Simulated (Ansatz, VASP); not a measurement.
# Ti in VASP and in Ansatz

```
CELL_PARAMETERS angstrom
2.93995 0.00000 0.00000
-1.46997 2.54607 0.00000
0.00000 0.00000 22.97180
ATOMIC_POSITIONS crystal
Ti 0.83333 0.16667 0.35328
Ti 0.16667 0.83333 0.44674
Ti 0.83333 0.16667 0.55326
Ti 0.16667 0.83333 0.64672
```

Alike in both runs: functional PBE; k mesh 13 × 13 × 1; occupations fermi-dirac, width 0.05 eV; no spin polarisation.

Ansatz relaxed the structure, and its values are those at the end. VASP's run is a single point on that final structure, the one shown.

|  | VASP | Ansatz |
| --- | --- | --- |
| version | VASP 6.6.1 | Ansatz 0.2.0 |
| potentials or method | VASP PAW PBE potentials, release 64 (Ti_sv), cutoff 520 eV | all-electron LAPW, scalar-relativistic |

VASP gave:

* rms of the force components (eV/Å): 0.005

Estimate Ansatz's values.

rms of the force components (eV/Å): 0.002.

Ansatz ran all-electron here, and VASP with PAW potentials.
